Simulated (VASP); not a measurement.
Runs of VASP 6.6.1 on Sc. The structure is that of space group Im-3m (No. 229), or close to it. The cells are those of the table. This isn't the form of Sc at room conditions, which is hcp.

```csv
cell,gap on the mesh (eV),pressure (GPa)
"a = 2.893 Å, angles 109.5°, 1 atom",none,20.1
"a = 3.062 Å, angles 109.5°, 1 atom",none,(a)
"a = 2.996 Å, angles 109.5°, 1 atom",none,10.0
"a = 3.145 Å, angles 109.5°, 1 atom",none,0.0
```

Alike in all rows: task single point; level PBEsol; potentials or basis VASP PAW PBE potentials, release 64 (Sc_sv); no spin polarisation; k mesh 18 × 18 × 18; cutoff (eV) 500; smearing fermi-dirac 0.1 eV.

Problem. Fill in the values left out.

Solution. (a) 5.0.

Caveats: the PAW data sets were made with another functional, which shifts forces and pressure a little; the cell stands under pressure (at least some runs).

A gap of «none» marks levels without a gap at the run's occupations.
